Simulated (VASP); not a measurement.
Here is a VASP 6.6.1 calculation.

File INCAR:

```
SYSTEM = TiAl6N8
PREC = Accurate
ENCUT = 520
EDIFF = 1E-6
ISMEAR = 0
SIGMA = 0.02
LREAL = Auto
LASPH = .TRUE.
NELM = 60
ALGO = Normal
ISIF = 2
LWAVE = .FALSE.
LCHARG = .FALSE.
GGA = PE
IVDW = 12
NELECT = 72.0
NBANDS = 48
```

File KPOINTS:

```
regular mesh
0
G
  2 2 2
  0 0 0
```

Contents of POSCAR:

```
TiAl6N8
1.0
   -3.0810000000     -5.3364490000      0.0000000000
    4.6215000000     -2.6682240000      0.0000000000
    0.0000000000      0.0000000000      5.0310000000
Al N Ti
6 8 1
Direct
    0.5041652156      0.3316689450      0.0002516398
    0.5018949609      0.6696080006      0.5073343272
    0.2438709485      0.8324421491     -0.0056185649
   -0.0065309720      0.6620108353      0.5107916915
    0.7536675469      0.8413261305     -0.0025468098
    0.7512815789      0.1663013187      0.5197863248
    0.5034772078      0.3408805100      0.3795539654
    0.4982462432      0.6624104025      0.8818670244
    0.2491032501      0.8208783108      0.3739475253
    0.2681049784      0.1579044549      0.8751612006
   -0.0049241485      0.3331322511      0.4126811767
   -0.0019501483      0.7022764456      0.8673774597
    0.7460175219      0.8344496343      0.3771045518
    0.7280744721      0.1566085575      0.8772202345
    0.2423020408      0.1672631370      0.5127034387
```

Potentials or basis: VASP PAW PBE potentials, release 64 (Al, N, Ti_sv).

The run is started by

```console
$ cat potpaw_PBE.64/Al/POTCAR potpaw_PBE.64/N/POTCAR potpaw_PBE.64/Ti_sv/POTCAR > POTCAR
$ mpirun -np 1 vasp_std > vasp.out
```

Task: Estimate the dispersion energy per atom.

Result: -0.258 eV.

Task: What does it give for the largest force?

Result: 0.062 eV/Å.

Forces on the atoms (eV/Å):
```
Al   0.001  0.005  0.015
Al  -0.005  0.004  0.005
Al  -0.010  0.003  0.011
Al   0.011 -0.001 -0.006
Al  -0.007 -0.002  0.005
Al  -0.001 -0.003 -0.012
N    0.003 -0.005 -0.016
N    0.009  0.001 -0.001
N   -0.003  0.008 -0.004
N    0.000 -0.009  0.038
N    0.035  0.016  0.004
N    0.010  0.004  0.003
N    0.002 -0.009 -0.002
N   -0.007  0.013  0.005
Ti  -0.037 -0.023 -0.045
```

Caveat: the k points lie up to 0.62 Å⁻¹ apart; the cell carries a net charge on a neutralising background, which shifts energy and pressure.
